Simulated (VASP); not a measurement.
# Al2O3 (P-6m2) in VASP: notebook

The runs below take Al2O3 through single point, with r2SCAN.

Everything below comes from runs of VASP 6.6.1. Logs are shortened: lines on timing, memory, paths and dates and some standing lists are left out, and cuts for length are marked.

## (1) The cell of the first run

It takes space group P-6m2 (No. 187, hexagonal). Conventional cell: a = 2.654 Å, b = 2.654 Å, c = 8.590 Å, α = 90.00°, β = 90.00°, γ = 120.00°. Al (site symmetry 3m) has 6 O at 1.65 to 2.00 Å within 2.2 Å. O (site symmetry 3m) has 3 Al at 1.65 Å within 2.2 Å. O (site symmetry -6m2) has 6 Al at 2.00 Å and 12 O at 2.45 to 2.65 Å within 2.7 Å.

## (2) Single point, r2SCAN (strain -0.080 along x and y, -0.080 along z)

Input file POSCAR:

```
Al2O3
1.0
    2.6535789524      0.0000000000      0.0000000000
   -1.3267894762      2.2980667837      0.0000000000
    0.0000000000      0.0000000000      8.5898141032
Al O
2 3
Direct
    0.0000000000      0.0000000000      0.1499923300
    0.0000000000      0.0000000000      0.8500076700
    0.3333333333      0.6666666667      0.2223169200
    0.6666666667      0.3333333333      0.0000000000
    0.3333333333      0.6666666667      0.7776830800
```

Input file INCAR.step1:

```
SYSTEM = Al2O3
ALGO     = Normal         ! electronic algorithm
EDIFF    = 1E-4           ! SCF threshold, eV
ENCUT    = 520            ! plane-wave cutoff, eV
GGA      = PE             ! functional
ISMEAR   = 0              ! smearing method
LASPH    = .True.         ! aspherical terms in the spheres
LCHARG   = .False.        ! write CHGCAR
LREAL    = .False.        ! projectors in reciprocal space
LWAVE    = .True.         ! write WAVECAR
NBANDS   = 20             ! bands
NELM     = 100            ! most SCF steps
PREC     = Accurate       ! precision mode
SIGMA    = 0.05           ! smearing width, eV
```

Input file INCAR.step2:

```
SYSTEM = Al2O3
ALGO     = Normal         ! electronic algorithm
EDIFF    = 1E-6           ! SCF threshold, eV
ENCUT    = 520            ! plane-wave cutoff, eV
ISIF     = 2              ! what is computed and relaxed
ISMEAR   = 0              ! smearing method
ISTART   = 1            
LASPH    = .True.         ! aspherical terms in the spheres
LCHARG   = .False.        ! write CHGCAR
LMIXTAU  = .True.       
LREAL    = .False.        ! projectors in reciprocal space
LWAVE    = .False.        ! write WAVECAR
METAGGA  = R2SCAN         ! meta-GGA
NBANDS   = 20             ! bands
NELM     = 100            ! most SCF steps
PREC     = Accurate       ! precision mode
SIGMA    = 0.05           ! smearing width, eV
```

Input file KPOINTS:

```
k-points
0
Gamma
  12 12 4
  0 0 0
```

Potentials or basis: VASP PAW PBE potentials, release 64 (Al, O).

Launch:

```sh
$ cat potpaw_PBE.64/Al/POTCAR potpaw_PBE.64/O/POTCAR > POTCAR
$ cp INCAR.step1 INCAR
$ mpirun -np 1 vasp_std > vasp.out
$ cp INCAR.step2 INCAR
$ mpirun -np 1 vasp_std > vasp.out
```

OUTCAR:

```text
SYSTEM = Al2O3
   EDIFF = 1E-6
   ENCUT = 520
   ISIF = 2
   ISMEAR = 0
   ISTART = 1
   LASPH = .True.
   LREAL = .False.
   METAGGA = R2SCAN
   NELM = 100
   PREC = Accurate

 ion  position               nearest neighbor table
   1  0.000  0.000  0.150-   3 1.65   3 1.65   3 1.65   4 2.00   4 2.00   4 2.00   2 2.58
   2  0.000  0.000  0.850-   5 1.65   5 1.65   5 1.65   4 2.00   4 2.00   4 2.00   1 2.58
   3  0.333  0.667  0.222-   1 1.65   1 1.65   1 1.65
   4  0.667  0.333  0.000-   1 2.00   2 2.00   1 2.00   2 2.00   1 2.00   2 2.00
   5  0.333  0.667  0.778-   2 1.65   2 1.65   2 1.65

  LATTYP: Found a hexagonal cell.
 ALAT       =     2.6535789524
 C/A-ratio  =     3.2370674690

  Lattice vectors:

 A1 = (   2.6535789524,   0.0000000000,   0.0000000000)
 A2 = (  -1.3267894762,   2.2980667837,   0.0000000000)
 A3 = (   0.0000000000,   0.0000000000,   8.5898141032)

Analysis of symmetry for initial positions (statically):
=====================================================================
 Subroutine PRICEL returns:
 Original cell was already a primitive cell.

 Routine SETGRP: Setting up the symmetry group for a
 hexagonal supercell.

 Subroutine GETGRP returns: Found 12 space group operations
 (whereof 12 operations were pure point group operations)
 out of a pool of 24 trial point group operations.

The static configuration has the point symmetry D_3h.

Analysis of symmetry for dynamics (positions and initial velocities):
=====================================================================
 Subroutine PRICEL returns:
 Original cell was already a primitive cell.

 Routine SETGRP: Setting up the symmetry group for a
 hexagonal supercell.

 Subroutine GETGRP returns: Found 12 space group operations
 (whereof 12 operations were pure point group operations)
 out of a pool of 24 trial point group operations.

The dynamic configuration has the point symmetry D_3h.

 Subroutine INISYM returns: Found 12 space group operations
 (whereof 12 operations are pure point group operations),
 and found     1 'primitive' translations

----------------------------------------------------------------------------------------

                                     Primitive cell

  volume of cell :      52.3816

  direct lattice vectors                    reciprocal lattice vectors
     2.653578952  0.000000000  0.000000000     0.376849537  0.217574182  0.000000000
    -1.326789476  2.298066784  0.000000000     0.000000000  0.435148363  0.000000000
     0.000000000  0.000000000  8.589814103     0.000000000  0.000000000  0.116416955

  length of vectors
     2.653578952  2.653578952  8.589814103     0.435148363  0.435148363  0.116416955

  position of ions in fractional coordinates (direct lattice)
     0.000000000  0.000000000  0.149992330
     0.000000000  0.000000000  0.850007670
     0.333333333  0.666666667  0.222316920
     0.666666667  0.333333333  0.000000000
     0.333333333  0.666666667  0.777683080

  ion indices of the primitive-cell ions
   primitive index   ion index
                 1           1
                 2           2
                 3           3
                 4           4
                 5           5

----------------------------------------------------------------------------------------

 KPOINTS: k-points

Automatic generation of k-mesh.
 Grid dimensions read from file:
 generate k-points for:   12   12    4

 Generating k-lattice:

  Cartesian coordinates                     Fractional coordinates (reciprocal lattice)
     0.031404128  0.018131182  0.000000000     0.083333333  0.000000000  0.000000000
     0.000000000  0.036262364  0.000000000     0.000000000  0.083333333  0.000000000
     0.000000000  0.000000000  0.029104239     0.000000000  0.000000000  0.250000000

  Length of vectors
     0.036262364  0.036262364  0.029104239

  Shift w.r.t. Gamma in fractional coordinates (k-lattice)
     0.000000000  0.000000000  0.000000000

 Subroutine IBZKPT returns following result:
 ===========================================

[... 51 lines left out ...]
     20      20.9203      0.00000

 k-point     2 :       0.0833    0.0000    0.0000
  band No.  band energies     occupation
      1     -19.2635      2.00000
      2     -17.3898      2.00000
      3     -15.9467      2.00000
      4      -3.8194      2.00000
      5      -0.5935      2.00000
      6       0.2444      2.00000
[... 12 lines left out ...]
     19      20.0521      0.00000
     20      20.6387      0.00000

 k-point     3 :       0.1667   -0.0000    0.0000
  band No.  band energies     occupation
      1     -18.9191      2.00000
      2     -17.1301      2.00000
      3     -15.8233      2.00000
      4      -3.6673      2.00000
      5      -1.6000      2.00000
      6      -0.4201      2.00000
[... 12 lines left out ...]
     19      19.2001      0.00000
     20      19.5578      0.00000

 k-point     4 :       0.2500   -0.0000    0.0000
  band No.  band energies     occupation
      1     -18.3867      2.00000
      2     -16.7496      2.00000
      3     -15.6753      2.00000
      4      -3.6451      2.00000
      5      -2.8706      2.00000
      6      -1.1094      2.00000
[... 12 lines left out ...]
     19      18.4702      0.00000
     20      19.3453      0.00000

 k-point     5 :       0.3333   -0.0000    0.0000
  band No.  band energies     occupation
      1     -17.7408      2.00000
      2     -16.3328      2.00000
      3     -15.5859      2.00000
      4      -4.0657      2.00000
      5      -4.0178      2.00000
      6      -1.9839      2.00000
[... 12 lines left out ...]
     19      18.4298      0.00000
     20      19.9817      0.00000
[... 353 lines left out ...]
      6       0.2445      2.00000
[... 12 lines left out ...]
     19      19.9825      0.00000
     20      20.9973      0.00000

 k-point    22 :       0.1667   -0.0000    0.2500
  band No.  band energies     occupation
      1     -18.9190      2.00000
      2     -17.1304      2.00000
      3     -15.8230      2.00000
      4      -3.6704      2.00000
      5      -1.5949      2.00000
      6      -0.4289      2.00000
[... 12 lines left out ...]
     19      18.8065      0.00000
     20      20.2498      0.00000

 k-point    23 :       0.2500   -0.0000    0.2500
  band No.  band energies     occupation
      1     -18.3866      2.00000
      2     -16.7500      2.00000
      3     -15.6751      2.00000
      4      -3.6460      2.00000
      5      -2.8686      2.00000
      6      -1.1181      2.00000
[... 12 lines left out ...]
     19      18.3029      0.00000
     20      19.7490      0.00000

 k-point    24 :       0.3333   -0.0000    0.2500
  band No.  band energies     occupation
      1     -17.7407      2.00000
      2     -16.3331      2.00000
      3     -15.5856      2.00000
      4      -4.0649      2.00000
      5      -4.0180      2.00000
      6      -1.9825      2.00000
[... 12 lines left out ...]
     19      18.6067      0.00000
     20      20.0826      0.00000

 [... further k-points ...]
[... 5 lines left out ...]
  --------------------------------------------------------------------------------------
  -------------------------------------------------------------------------------------
  Total       20.5975549     20.5975549     11.4393917     -0.0000000     -0.0000000      0.0000000
  in kB      630.0105573    630.0105573    349.8928667     -0.0000000     -0.0000000      0.0000000
  external PRESSURE =     536.6379938 kB  Pullay stress =       0.0000000 kB

 VOLUME and BASIS-vectors are now :
 -----------------------------------------------------------------------------
  energy-cutoff  :      520.00
  volume of cell :       52.38
      direct lattice vectors                 reciprocal lattice vectors
     2.653578952  0.000000000  0.000000000     0.376849537  0.217574182  0.000000000
    -1.326789476  2.298066784  0.000000000     0.000000000  0.435148363  0.000000000
     0.000000000  0.000000000  8.589814103     0.000000000  0.000000000  0.116416955

 POSITION                                       TOTAL-FORCE (eV/Angst)
 -----------------------------------------------------------------------------------
      0.00000      0.00000      1.28841        -0.000000      0.000000     -1.203357
      0.00000      0.00000      7.30141        -0.000000     -0.000000      1.203357
     -0.00000      1.53204      1.90966        -0.000000      0.000000      3.840678
      1.32679      0.76602      0.00000         0.000000     -0.000000      0.000000
     -0.00000      1.53204      6.68015        -0.000000      0.000000     -3.840678
 -----------------------------------------------------------------------------------
    total drift:                                0.000004     -0.000002     -0.000000

  FREE ENERGIE OF THE ION-ELECTRON SYSTEM (eV)
  ---------------------------------------------------
  free  energy   TOTEN  =       -45.0132133696 eV

  energy  without entropy=      -45.0132133696  energy(sigma->0) =      -45.01321337
```

Run time: 2.2 min. Hardware: 1 thread of AMD EPYC 9R45 (Zen 5), shared host; peak memory 0.16 GiB.

What came out:

```yaml
Free_energy: -45.0132 eV
Pressure: 53.7 GPa
Largest_force: 3.841 eV/Å
Band_gap_on_the_k_mesh: 7.86 eV (least direct gap 8.26 eV)
```

Forces on the atoms (eV/Å):
```
Al   0.000  0.000 -1.203
Al   0.000  0.000  1.203
O    0.000  0.000  3.841
O    0.000  0.000  0.000
O    0.000  0.000 -3.841
```

Levels at points of the mesh, in eV from the valence-band top:
| k point | band 10 | band 11 | band 12 | band 13 | band 14 | band 15 |
| --- | --- | --- | --- | --- | --- | --- |
| (0.00, 0.00, 0.00) | -0.65 | -0.65 | -0.41 | 7.86 | 9.41 | 11.70 |
| (0.50, 0.00, 0.00) | -1.34 | -1.07 | -0.73 | 10.47 | 11.61 | 12.63 |
| (0.00, 0.00, 0.50) | -0.65 | -0.65 | -0.48 | 8.36 | 8.84 | 11.07 |
| (0.50, 0.00, 0.50) | -1.34 | -1.09 | -0.72 | 10.48 | 11.80 | 12.46 |

Caveat: the cell differs from its parent crystal (strain -0.080 along x and y, -0.080 along z); the cell stands under pressure; the PAW data sets were made with another functional, which shifts forces and pressure a little. A k mesh can miss the band edges.

## (3) Single point, r2SCAN (strain -0.080 along x and y, -0.040 along z)

Edit POSCAR of step 2 so:

```diff
@@ -4,3 +4,3 @@
    -1.3267894762      2.2980667837      0.0000000000
-    0.0000000000      0.0000000000      8.5898141032
+    0.0000000000      0.0000000000      8.9632842816
 Al O
```

Input file INCAR.step1:

```
SYSTEM = Al2O3
  PREC = Accurate
  ENCUT = 520
  ISMEAR = 0
  SIGMA = 0.05
  LREAL = .FALSE.
  LASPH = .TRUE.
  NELM = 100
  NBANDS = 20
  GGA = PE
  ALGO = Normal
  EDIFF = 1E-4
  LWAVE = .TRUE.
  LCHARG = .FALSE.
```

Input file INCAR.step2:

```
SYSTEM = Al2O3
  PREC = Accurate
  ENCUT = 520
  EDIFF = 1E-6
  ISMEAR = 0
  SIGMA = 0.05
  LREAL = .FALSE.
  LASPH = .TRUE.
  NELM = 100
  ALGO = Normal
  ISIF = 2
  LWAVE = .FALSE.
  LCHARG = .FALSE.
  METAGGA = R2SCAN
  LMIXTAU = .TRUE.
  NBANDS = 20
  ISTART = 1
```

Input file KPOINTS:

```
regular mesh
0
G
  12 12 4
  0 0 0
```

Potentials or basis: VASP PAW PBE potentials, release 64 (Al, O).

Launch:

```sh
$ cat potpaw_PBE.64/Al/POTCAR potpaw_PBE.64/O/POTCAR > POTCAR
$ cp INCAR.step1 INCAR
$ mpirun -np 1 vasp_std > vasp.out
$ cp INCAR.step2 INCAR
$ mpirun -np 1 vasp_std > vasp.out
```

Run time: 2.9 min. Hardware: 1 thread of AMD EPYC 9R45 (Zen 5), shared host; peak memory 0.16 GiB.

It converged, with:

```yaml
Free_energy: -45.4000 eV
Pressure: 43.6 GPa
Largest_force: 2.963 eV/Å
Band_gap_on_the_k_mesh: 7.97 eV (least direct gap 8.26 eV)
```

Forces in eV/Å, atoms in the order of the input:
```
Al   0.000  0.000 -1.901
Al   0.000  0.000  1.901
O    0.000  0.000  2.963
O    0.000  0.000  0.000
O    0.000  0.000 -2.963
```

Stress tensor (GPa, compression positive):
```
55.82  0.00  0.00
 0.00 55.82  0.00
 0.00  0.00 19.30
```

Levels at points of the mesh, in eV from the valence-band top:
```
           k point  band 9  band 10  band 11  band 12  band 13  band 14  band 15  band 16
(0.00, 0.00, 0.00)   -1.11    -0.39    -0.29    -0.29     7.97     9.64    11.50    11.94
(0.50, 0.00, 0.00)   -1.93    -1.10    -1.00    -0.68    10.76    11.43    12.11    13.48
(0.00, 0.00, 0.50)   -1.11    -0.45    -0.29    -0.29     8.45     8.97    11.11    12.91
(0.50, 0.00, 0.50)   -1.93    -1.10    -1.01    -0.66    10.80    11.50    12.02    13.11
```

Caveat: the cell differs from its parent crystal (strain -0.080 along x and y, -0.040 along z); the cell stands under pressure; the PAW data sets were made with another functional, which shifts forces and pressure a little. A k mesh can miss the band edges.

## (4) Single point, r2SCAN (strain -0.080 along x and y, +0.000 along z)

Edit POSCAR of step 3 so:

```diff
@@ -4,3 +4,3 @@
    -1.3267894762      2.2980667837      0.0000000000
-    0.0000000000      0.0000000000      8.9632842816
+    0.0000000000      0.0000000000      9.3367544600
 Al O
```

Input file INCAR.step1:

```
SYSTEM = Al2O3
ALGO = Normal ; EDIFF = 1E-4
ENCUT = 520 ; GGA = PE
ISMEAR = 0 ; LASPH = .TRUE.
LCHARG = .FALSE. ; LREAL = .FALSE.
LWAVE = .TRUE. ; NBANDS = 20
NELM = 100 ; PREC = Accurate
SIGMA = 0.05
```

Input file INCAR.step2:

```
SYSTEM = Al2O3
ALGO = Normal ; EDIFF = 1E-6
ENCUT = 520 ; ISIF = 2
ISMEAR = 0 ; ISTART = 1
LASPH = .TRUE. ; LCHARG = .FALSE.
LMIXTAU = .TRUE. ; LREAL = .FALSE.
LWAVE = .FALSE. ; METAGGA = R2SCAN
NBANDS = 20 ; NELM = 100
PREC = Accurate ; SIGMA = 0.05
```

Input file KPOINTS:

```
k-points
0
G
  12 12 4
  0 0 0
```

Launch:

```sh
$ cat potpaw_PBE.64/Al/POTCAR potpaw_PBE.64/O/POTCAR > POTCAR
$ cp INCAR.step1 INCAR
$ mpirun -np 1 vasp_std > vasp.out
$ cp INCAR.step2 INCAR
$ mpirun -np 1 vasp_std > vasp.out
```

Wall time 3 min (1 thread of AMD EPYC 9R45 (Zen 5), shared host); peak memory 0.17 GiB.

Results (log left out):

```yaml
Free_energy: -45.5793 eV
Pressure: 35.2 GPa
Largest_force: 2.415 eV/Å
Band_gap_on_the_k_mesh: 7.81 eV
```

Forces in eV/Å, atoms in the order of the input:
```
Al   0.000  0.000 -2.415
Al   0.000  0.000  2.415
O    0.000  0.000  2.149
O    0.000  0.000  0.000
O    0.000  0.000 -2.149
```

Stress tensor (GPa, compression positive):
```
49.98  0.00  0.00
 0.00 49.98  0.00
 0.00  0.00  5.78
```

Levels at points of the mesh, in eV from the valence-band top:
```tsv
k point	band 9	band 10	band 11	band 12	band 13	band 14	band 15	band 16
(0.00, 0.00, 0.00)	-1.09	-0.54	0.00	0.00	7.81	9.66	11.12	11.74
(0.50, 0.00, 0.00)	-1.93	-1.08	-0.92	-0.79	10.50	11.40	11.41	12.97
(0.00, 0.00, 0.50)	-1.09	-0.58	0.00	0.00	8.22	8.94	11.10	12.44
(0.50, 0.00, 0.50)	-1.93	-1.09	-0.92	-0.78	10.55	11.35	11.42	12.78
```

Caveat: the cell differs from its parent crystal (strain -0.080 along x and y, +0.000 along z); the cell stands under pressure; the PAW data sets were made with another functional, which shifts forces and pressure a little. A k mesh can miss the band edges.

## (5) Single point, r2SCAN (strain -0.040 along x and y, -0.080 along z)

Edit POSCAR of step 4 so:

```diff
@@ -2,5 +2,5 @@
 1.0
-    2.6535789524      0.0000000000      0.0000000000
-   -1.3267894762      2.2980667837      0.0000000000
-    0.0000000000      0.0000000000      9.3367544600
+    2.7689519504      0.0000000000      0.0000000000
+   -1.3844759752      2.3979827309      0.0000000000
+    0.0000000000      0.0000000000      8.5898141032
 Al O
```

Input file INCAR.step1:

```
ALGO = Normal
EDIFF = 1E-4
ENCUT = 520
GGA = PE
ISMEAR = 0
LASPH = True
LCHARG = False
LREAL = False
LWAVE = True
NBANDS = 20
NELM = 60
PREC = Accurate
SIGMA = 0.05
```

Input file INCAR.step2:

```
ALGO = Normal
EDIFF = 1E-6
ENCUT = 520
ISIF = 2
ISMEAR = 0
ISTART = 1
LASPH = True
LCHARG = False
LMIXTAU = True
LREAL = False
LWAVE = False
METAGGA = R2SCAN
NBANDS = 20
NELM = 60
PREC = Accurate
SIGMA = 0.05
```

Input file KPOINTS:

```
k-points
0
Gamma
  12 12 4
```

Launch:

```sh
$ cat potpaw_PBE.64/Al/POTCAR potpaw_PBE.64/O/POTCAR > POTCAR
$ cp INCAR.step1 INCAR
$ mpirun -np 1 vasp_std > vasp.out
$ cp INCAR.step2 INCAR
$ mpirun -np 1 vasp_std > vasp.out
```

It took 3.5 min on 1 thread of AMD EPYC 9R45 (Zen 5), shared host; peak memory 0.19 GiB.

Results (log left out):

```yaml
Free_energy: -46.2564 eV
Pressure: 24.4 GPa
Largest_force: 2.047 eV/Å
Band_gap_on_the_k_mesh: 6.61 eV (least direct gap 6.93 eV)
```

Forces in eV/Å, atoms in the order of the input:
```
Al   0.000  0.000  0.303
Al   0.000  0.000 -0.303
O    0.000  0.000  2.047
O    0.000  0.000  0.000
O    0.000  0.000 -2.047
```

Stress tensor (GPa, compression positive):
```
24.76  0.00  0.00
 0.00 24.76  0.00
 0.00  0.00 23.81
```

Levels at points of the mesh, in eV from the valence-band top:
```csv
k point,band 8,band 9,band 10,band 11,band 12,band 13,band 14,band 15,band 16,band 17
"(0.00, 0.00, 0.00)",-1.44,-1.44,-0.91,-0.91,-0.32,6.61,8.64,10.35,11.06,15.87
"(0.50, 0.00, 0.00)",-2.62,-2.18,-1.39,-0.98,-0.69,9.27,11.01,11.64,13.32,13.35
"(0.00, 0.00, 0.50)",-1.44,-1.44,-0.91,-0.91,-0.40,6.86,8.35,9.86,11.93,15.05
"(0.50, 0.00, 0.50)",-2.63,-2.18,-1.39,-1.00,-0.67,9.29,11.20,11.49,12.47,14.62
```

Caveat: the cell differs from its parent crystal (strain -0.040 along x and y, -0.080 along z); the cell stands under pressure; the PAW data sets were made with another functional, which shifts forces and pressure a little. A k mesh can miss the band edges.

## (6) Summary

| cell | gap on the mesh (eV) | pressure (GPa) | largest force (eV/Å) |
| --- | --- | --- | --- |
| a = 2.654, b = 2.654, c = 8.590 Å, angles 90.0, 90.0, 120.0°, 5 atoms | 7.86 | 53.7 | 3.84 |
| a = 2.654, b = 2.654, c = 8.963 Å, angles 90.0, 90.0, 120.0°, 5 atoms | 7.97 | 43.6 | 2.96 |
| a = 2.654, b = 2.654, c = 9.337 Å, angles 90.0, 90.0, 120.0°, 5 atoms | 7.81 | 35.2 | 2.41 |
| a = 2.769, b = 2.769, c = 8.590 Å, angles 90.0, 90.0, 120.0°, 5 atoms | 6.61 | 24.4 | 2.05 |

Alike in all rows: task single point; level r2SCAN; potentials or basis VASP PAW PBE potentials, release 64 (Al, O); no spin polarisation; k mesh 12 × 12 × 4; cutoff (eV) 520; smearing gaussian 0.05 eV.

Caveats: the cell stands under pressure; the PAW data sets were made with another functional, which shifts forces and pressure a little.

Absolute energies hang on the potentials; compare differences alone.
